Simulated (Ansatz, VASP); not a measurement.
## HCl in VASP and in Ansatz

```
Cl H
1.0
    15.00000    0.00000    0.00000
     0.00000   15.50000    0.00000
     0.00000    0.00000   16.00000
Cl H
1 1
Direct
  0.46313 0.49899 0.47936
  0.53687 0.50101 0.52064
```

Alike in both runs: functional PBE; k mesh 1 × 1 × 1; occupations gaussian, width 0.005 eV; no spin polarisation.

Ansatz relaxed the structure, and its values are those at the end. VASP's run is a single point on that final structure, the one shown.

```csv
,VASP,Ansatz
version,VASP 6.6.1,Ansatz 0.2.0
potentials or method,"VASP PAW PBE potentials, release 64 (Cl, H), cutoff 520 eV","scalar-relativistic, plane waves, PAW"
valence electrons in the cell,8,8
```

Ansatz gave:

* gap on the k mesh at the Fermi level (eV): 6.82
* rms of the force components (eV/Å): 0.001

Problem. What did VASP give for the same quantities?

Solution. gap on the k mesh at the Fermi level (eV): 6.85; rms of the force components (eV/Å): 0.071.
